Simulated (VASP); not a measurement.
Input of a VASP 6.6.1 run:

The input INCAR:

```
SYSTEM = RhCl2
AGGAC    = 1.0          
AGGAX    = 1.0          
ALDAC    = 0.0          
ALDAX    = 1.0          
ALGO     = Normal         ! electronic algorithm
EDIFF    = 1E-7           ! SCF threshold, eV
ENCUT    = 520            ! plane-wave cutoff, eV
GGA      = B5             ! functional
ISIF     = 2              ! what is computed and relaxed
ISMEAR   = -1             ! smearing method
LASPH    = .True.         ! aspherical terms in the spheres
LCHARG   = .False.        ! write CHGCAR
LREAL    = .False.        ! projectors in reciprocal space
LWAVE    = .False.        ! write WAVECAR
NBANDS   = 38             ! bands
NELM     = 60             ! most SCF steps
PREC     = Accurate       ! precision mode
SIGMA    = 0.1            ! smearing width, eV
```

Contents of KPOINTS:

```
k-points
0
Gamma
  4 4 6
  0 0 0
```

POSCAR

```
RhCl2
1.0
    5.6899730000      0.0000000000      0.0000000000
    0.0000000000      5.6899730000      0.0000000000
    0.0000000000      0.0000000000      3.7283670000
Rh Cl
2 4
Direct
    0.0000000000      0.0000000000      0.0000000000
    0.5000000000      0.5000000000      0.5000000000
    0.3026200000      0.3026200000      0.0000000000
    0.6973800000      0.6973800000      0.0000000000
    0.1973800000      0.8026200000      0.5000000000
    0.8026200000      0.1973800000      0.5000000000
```

Potentials or basis: VASP PAW PBE potentials, release 64 (Rh_pv, Cl).

Run with:

```sh
$ cat potpaw_PBE.64/Rh_pv/POTCAR potpaw_PBE.64/Cl/POTCAR > POTCAR
$ mpirun -np 1 vasp_std > vasp.out
```

Question: What does it give for the largest force?

Answer: 0.035 eV/Å.

Question: Predict the band gap on the k mesh.

Answer: Zero (band 29 reaches 6.08 eV, above the bottom of band 30 at 4.80 eV).

Question: What does it give for the pressure?

Answer: 4.7 GPa.

Stress tensor (GPa, compression positive):
```
4.50 0.00 0.00
0.00 4.50 0.00
0.00 0.00 4.98
```

Caveat: the PAW data sets were made with another functional, which shifts forces and pressure a little.
